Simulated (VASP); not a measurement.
# CaF2 (Fm-3m) in VASP: G0W0 quasiparticle levels with PBE

Aim: the G0W0 quasiparticle levels of CaF2 with PBE.

All numbers are computed with VASP 6.6.1; they aren't measurements. Logs are shortened: lines on timing, memory, paths and dates and some standing lists are left out, and cuts for length are marked.

### Step 1. The cell of the first run

The structure is cubic, space group Fm-3m (No. 225). The conventional cell has a = 5.439 Å, b = 5.439 Å, c = 5.439 Å, α = 90.00°, β = 90.00°, γ = 90.00°. Within 3.1 Å of Ca (site symmetry m-3m) lie 8 F at 2.36 Å. Within 3.1 Å of F (site symmetry -43m) lie 4 Ca at 2.36 Å and 6 F at 2.72 Å.

### Step 2. G0W0 quasiparticle levels, PBE

Contents of POSCAR:

```
CaF2
1.0
    0.0000000000      2.7195929736      2.7195929736
    2.7195929736      0.0000000000      2.7195929736
    2.7195929736      2.7195929736      0.0000000000
Ca F
1 2
Direct
    0.0000000000      0.0000000000      0.0000000000
    0.2500000000      0.2500000000      0.2500000000
    0.7500000000      0.7500000000      0.7500000000
```

Contents of INCAR.step1:

```
ALGO = Normal ; EDIFF = 1E-8
ENCUT = 500 ; GGA = PE
ISMEAR = 0 ; LASPH = T
LCHARG = F ; LREAL = F
LWAVE = T ; NELM = 60
PREC = Accurate ; SIGMA = 0.01
```

Contents of INCAR.step2:

```
ALGO = Exact ; EDIFF = 1E-8
ENCUT = 500 ; GGA = PE
ISMEAR = 0 ; ISTART = 1
LASPH = T ; LCHARG = F
LOPTICS = T ; LREAL = F
LWAVE = T ; NBANDS = 72
NELM = 1 ; PREC = Accurate
SIGMA = 0.01
```

Contents of INCAR.step3:

```
ALGO = EVGW0 ; EDIFF = 1E-8
ENCUT = 500 ; ENCUTGW = 80.0
GGA = PE ; ISMEAR = 0
ISTART = 1 ; LASPH = T
LCHARG = F ; LREAL = F
LWAVE = F ; NBANDS = 72
NBANDSGW = 20 ; NELMGW = 1
NOMEGA = 48 ; PREC = Accurate
PRECFOCK = Fast ; SIGMA = 0.01
```

Contents of KPOINTS:

```
k-points
0
Gamma
  4 4 4
```

Potentials or basis: VASP PAW PBE potentials, release 64 (Ca_sv_GW, F_GW).

The run is started by

```sh
$ cat potpaw_PBE.64/Ca_sv_GW/POTCAR potpaw_PBE.64/F_GW/POTCAR > POTCAR
$ cp INCAR.step1 INCAR
$ mpirun -np 1 vasp_std > vasp.out
$ cp INCAR.step2 INCAR
$ mpirun -np 1 vasp_std > vasp.out
$ cp INCAR.step3 INCAR
$ mpirun -np 1 vasp_std > vasp.out
```

OUTCAR:

```text
EDIFF = 1E-8
   ENCUT = 500
   ENCUTGW = 80.0
   GGA = PE
   ISMEAR = 0
   ISTART = 1
   LASPH = T
   LREAL = F
   NELMGW = 1
   PREC = Accurate
   PRECFOCK = Fast

 ion  position               nearest neighbor table
   1  0.000  0.000  0.000-   3 2.36   3 2.36   3 2.36   2 2.36   2 2.36   2 2.36   3 2.36   2 2.36

   2  0.250  0.250  0.250-   1 2.36   1 2.36   1 2.36   1 2.36
   3  0.750  0.750  0.750-   1 2.36   1 2.36   1 2.36   1 2.36

  LATTYP: Found a face centered cubic cell.
 ALAT       =     5.4391859472

  Lattice vectors:

 A1 = (   0.0000000000,   2.7195929736,   2.7195929736)
 A2 = (   2.7195929736,   0.0000000000,   2.7195929736)
 A3 = (   2.7195929736,   2.7195929736,   0.0000000000)

Analysis of symmetry for initial positions (statically):
=====================================================================
 Subroutine PRICEL returns:
 Original cell was already a primitive cell.

 Routine SETGRP: Setting up the symmetry group for a
 face centered cubic supercell.

 Subroutine GETGRP returns: Found 48 space group operations
 (whereof 48 operations were pure point group operations)
 out of a pool of 48 trial point group operations.

The static configuration has the point symmetry O_h .

Analysis of symmetry for dynamics (positions and initial velocities):
=====================================================================
 Subroutine PRICEL returns:
 Original cell was already a primitive cell.

 Routine SETGRP: Setting up the symmetry group for a
 face centered cubic supercell.

 Subroutine GETGRP returns: Found 48 space group operations
 (whereof 48 operations were pure point group operations)
 out of a pool of 48 trial point group operations.

The dynamic configuration has the point symmetry O_h .

 Subroutine INISYM returns: Found 48 space group operations
 (whereof 48 operations are pure point group operations),
 and found     1 'primitive' translations

----------------------------------------------------------------------------------------

                                     Primitive cell

  volume of cell :      40.2292

  direct lattice vectors                    reciprocal lattice vectors
     0.000000000  2.719592974  2.719592974    -0.183851041  0.183851041  0.183851041
     2.719592974  0.000000000  2.719592974     0.183851041 -0.183851041  0.183851041
     2.719592974  2.719592974  0.000000000     0.183851041  0.183851041 -0.183851041

  length of vectors
     3.846085267  3.846085267  3.846085267     0.318439344  0.318439344  0.318439344

  position of ions in fractional coordinates (direct lattice)
     0.000000000  0.000000000  0.000000000
     0.250000000  0.250000000  0.250000000
     0.750000000  0.750000000  0.750000000

  ion indices of the primitive-cell ions
   primitive index   ion index
                 1           1
                 2           2
                 3           3

----------------------------------------------------------------------------------------

 KPOINTS: k-points

Automatic generation of k-mesh.
 Grid dimensions read from file:
 generate k-points for:    4    4    4

 Generating k-lattice:

  Cartesian coordinates                     Fractional coordinates (reciprocal lattice)
    -0.045962760  0.045962760  0.045962760     0.250000000  0.000000000  0.000000000
     0.045962760 -0.045962760  0.045962760     0.000000000  0.250000000  0.000000000
     0.045962760  0.045962760 -0.045962760     0.000000000  0.000000000  0.250000000

  Length of vectors
     0.079609836  0.079609836  0.079609836

  Shift w.r.t. Gamma in fractional coordinates (k-lattice)
     0.000000000  0.000000000  0.000000000

 Subroutine IBZKPT returns following result:
 ===========================================

 Found      8 irreducible k-points:

 Following reciprocal coordinates:
            Coordinates               Weight
  0.000000  0.000000  0.000000      1.000000
  0.250000  0.000000  0.000000      8.000000
  0.500000  0.000000  0.000000      4.000000
  0.250000  0.250000  0.000000      6.000000
  0.500000  0.250000  0.000000     24.000000
 -0.250000  0.250000  0.000000     12.000000
  0.500000  0.500000  0.000000      3.000000
 -0.250000  0.500000  0.250000      6.000000
   k-points           NKPTS =      8   k-points in BZ     NKDIM =     64   number of bands    NBANDS=     72
   number of dos      NEDOS =    301   number of ions     NIONS =      3
   total plane-waves  NPLWV =  21952
   dimension x,y,z NGX =    28 NGY =   28 NGZ =   28
   dimension x,y,z NGXF=    56 NGYF=   56 NGZF=   56
   ions per type =               1   2
   NGX,Y,Z   is equivalent  to a cutoff of  12.10, 12.10, 12.10 a.u.
   NGXF,Y,Z  is equivalent  to a cutoff of  24.21, 24.21, 24.21 a.u.
 SYSTEM =  unknown system
   PREC   = accura    normal or accurate (medium, high low for compatibility)
   ISTART =      1    job   : 0-new  1-cont  2-samecut
   ICHARG =      0    charge: 1-file 2-atom 10-const
   ISPIN  =      1    spin polarized calculation?
   LNONCOLLINEAR =      F non collinear calculations
   LSORBIT =      F    spin-orbit coupling
   LASPH  =      T    aspherical Exc in radial PAW
   ENCUT  =  500.0 eV  36.75 Ry    6.06 a.u.   7.01  7.01  7.01*2*pi/ulx,y,z
   NELM   =     60;   NELMIN=  2; NELMDL=  0     # of ELM steps
   EDIFF  = 0.1E-07   stopping-criterion for ELM
   LREAL  =      F    real-space projection
   EDIFFG = 0.1E-06   stopping-criterion for IOM
   NSW    =      0    number of steps for IOM
   IBRION =     -1    ionic relax: 0-MD 1-quasi-New 2-CG
   NFREE  =      0    steps in history (QN), initial steepest desc. (CG)
   ISIF   =      0    stress and relaxation
   ISYM   =      3    0-nonsym 1-usesym 2-fastsym
   POTIM  = 0.5000    time-step for ionic-motion
   TEBEG  =    0.0;   TEEND  =   0.0 temperature during run
   PSTRESS=    0.0 pullay stress
   NELECT =      24.0000    total number of electrons
   NUPDOWN=      -1.0000    fix difference up-down
   EMIN   =  10.00;   EMAX   =-10.00  energy-range for DOS
   EFERMI =   0.00;   METHOD = LEGACY
   ISMEAR =     0;   SIGMA  =   0.01  broadening in eV -4-tet -1-fermi 0-gaus
   EFERMI_NEDOS =   21; number of points for ismear=-14 and -15
   IALGO  =     38    algorithm
   IMIX   =      4    mixing-type and parameters
     AMIX     =   0.40;   BMIX     =  1.00
     AMIX_MAG =   1.60;   BMIX_MAG =  1.00
  volume/ion in A,a.u.               =      13.41        90.49
  Fermi-wavevector in a.u.,A,eV,Ry     =   1.378155  2.604335 25.841690  1.899311
  Thomas-Fermi vector in A             =   2.503242
   LORBIT       =      0    0 simple, 1 ext, 2 COOP (PROOUT), +10 PAW based schemes
   GGA     = PE    functional components
   LHFCALC =     T    Hartree Fock is set to
   PRECFOCK=fast      Normal, Fast or Accurate (Low or Medium for compatibility)
   ENCUT4O =  -1.0   cutoff for four orbital integrals eV
   NKREDX  =     1    reduce k-point grid by
   NKREDY  =     1    reduce k-point grid by
   NKREDZ  =     1    reduce k-point grid by
   AEXX    =    1.0000 exact exchange contribution
   HFSCREEN=    0.0000 screening length (either q_TF or 0.3 A-1)
   HFSCREENC=   0.0000 screening length for correlation (either q_TF or 0.3 A-1)
   ENCUTFOCK=  -1.0 apply spherical cutoff to Coloumb kernel
   IVDW    =     0    specifies the selected vdW correction
   LEPSILON=     F    determine dielectric tensor
   LRPA    =     F    only Hartree local field effects (RPA)
   LRPAFORCE           =     F    calculate RPA forces
   ENCUTGW             =  80.0    cutoff for response function in eV
   ENCUTGWSOFT         =  64.0    soft cutoff for Coulomb kernel in GW response function in eV
   ENCUTLF             =  -1.0    cutoff for local field effects
   NELMGW              =     1    number of iterations in solving QP/BSE equation
   NELMHF              =     1    number of iterations in the inner HF iteration
   NKREDLFX            =     1    NKREDLFY  =   1   NKREDLFZ  =   1
 non-spin polarized calculation
 Gauss-broadening in eV      SIGMA  =   0.01
  energy-cutoff  :      500.00
  volume of cell :       40.23
 maximum number of plane-waves:      1036
  NGX = 16; NGY = 16; NGZ = 16
   NGX = 13   NGY = 13   NGZ = 13
 maximum number of plane-waves:        70
 NGX is ok and might be reduce to    14

 QP shifts <psi_nk| G(iteration)W_0 |psi_nk>: iteration 1
 for sc-GW calculations column KS-energies equals QP-energies in previous step
 and V_xc(KS)=  KS-energies - (<T + V_ion + V_H > + <T+V_H+V_ion>^1  + <V_x>^1)

 k-point   1 :       0.0000    0.0000    0.0000
  band No.  KS-energies  QP-energies   sigma(KS)   V_xc(KS)     V^pw_x(r,r')   Z            occupation Imag(sigma)

      1     -34.8831     -38.0166     -25.1849     -20.6896     -34.4650       0.6971       2.0000       0.7916
      2     -18.8683     -23.1404     -28.4263     -22.5996     -36.7309       0.7332       2.0000       0.8153
      3     -18.0782     -22.3841     -29.3577     -23.5314     -37.5971       0.7391       2.0000       0.7490
      4     -15.8218     -19.0330     -23.9112     -19.9928     -27.9811       0.8195       2.0000       0.2274
      5     -15.8218     -19.0330     -23.9112     -19.9928     -27.9811       0.8195       2.0000       0.2274
      6     -15.8218     -19.0330     -23.9112     -19.9928     -27.9811       0.8195       2.0000       0.2274
[... 12 lines left out ...]
     19      18.1225      19.3776      -6.5972      -8.0566      -2.9421       0.8600       0.0000      -0.1801
     20      18.1225      19.3776      -6.5972      -8.0566      -2.9421       0.8600       0.0000      -0.1801

 k-point   2 :       0.2500    0.0000    0.0000
  band No.  KS-energies  QP-energies   sigma(KS)   V_xc(KS)     V^pw_x(r,r')   Z            occupation Imag(sigma)

      1     -34.8655     -37.9972     -25.1972     -20.7089     -34.4752       0.6978       2.0000       0.7803
      2     -18.9813     -23.1705     -27.9653     -22.2602     -36.0729       0.7343       2.0000       0.7834
      3     -18.2548     -22.5402     -29.0921     -23.2833     -37.3164       0.7377       2.0000       0.7600
      4     -15.8441     -19.0618     -23.8925     -19.9656     -27.9719       0.8194       2.0000       0.2351
      5     -15.8441     -19.0618     -23.8925     -19.9656     -27.9719       0.8194       2.0000       0.2351
      6     -15.5763     -18.9010     -24.5897     -20.5392     -28.8999       0.8208       2.0000       0.2720
[... 12 lines left out ...]
     19      16.1638      17.5271      -7.7106      -9.3080      -4.1172       0.8535       0.0000      -0.1501
     20      19.3630      20.8770      -7.3538      -9.1256      -3.5342       0.8545       0.0000      -0.2270
[... 102 lines left out ...]
      3     -18.3996     -22.6901     -28.9849     -23.1636     -37.2608       0.7370       2.0000       0.7770
      4     -15.9316     -19.1602     -23.8046     -19.8475     -27.9197       0.8159       2.0000       0.2641
      5     -15.9316     -19.1602     -23.8046     -19.8475     -27.9197       0.8159       2.0000       0.2641
      6     -15.1387     -18.5419     -25.3976     -21.2629     -29.8829       0.8231       2.0000       0.2943
[... 12 lines left out ...]
     19      16.0562      18.4862     -10.1267     -13.0555      -6.2825       0.8297       0.0000      -0.1996
     20      17.9933      20.1382      -9.1701     -11.7470      -5.1302       0.8323       0.0000      -0.2152

 k-point   8 :      -0.2500    0.5000    0.2500
  band No.  KS-energies  QP-energies   sigma(KS)   V_xc(KS)     V^pw_x(r,r')   Z            occupation Imag(sigma)

      1     -34.8359     -37.9910     -25.2182     -20.7408     -34.4920       0.7047       2.0000       0.7605
      2     -18.8589     -23.0152     -27.9122     -22.2740     -35.8941       0.7372       2.0000       0.7517
      3     -18.8589     -23.0152     -27.9122     -22.2740     -35.8941       0.7372       2.0000       0.7517
      4     -15.9343     -19.1628     -23.7988     -19.8402     -27.9148       0.8156       2.0000       0.2662
      5     -15.4807     -18.8416     -24.8597     -20.7633     -29.2614       0.8204       2.0000       0.2870
      6     -15.4807     -18.8416     -24.8597     -20.7633     -29.2614       0.8204       2.0000       0.2870
[... 12 lines left out ...]
     19      16.8679      18.9433      -9.8296     -12.3005      -6.0469       0.8400       0.0000      -0.1854
     20      16.8679      18.9433      -9.8296     -12.3005      -6.0469       0.8400       0.0000      -0.1854
```

Wall time 50 s (1 thread of Intel Xeon 6975P-C (Granite Rapids), shared host); peak memory 0.36 GiB.

Results:

```
Band gap on the k mesh, mean-field level : 7.38 eV, indirect (least direct gap 7.63 eV)
Quasiparticle gap                        : 10.45 eV
Least direct quasiparticle gap           : 10.75 eV
```

Levels at points of the mesh, in eV from the valence-band top:
```
           k point  band 10  band 11  band 12  band 13  band 14  band 15
(0.00, 0.00, 0.00)    -0.25    -0.25    -0.25     7.38     9.23     9.23
(0.50, 0.00, 0.00)    -1.25    -0.84    -0.84     9.45     9.45     9.84
(0.50, 0.50, 0.00)    -0.36    -0.36     0.00     8.17     9.60    10.16
```

Caveat: the k points lie up to 0.50 Å⁻¹ apart; bands, screening cutoff and mesh are small and nothing is extrapolated, so the quasiparticle values aren't converged.
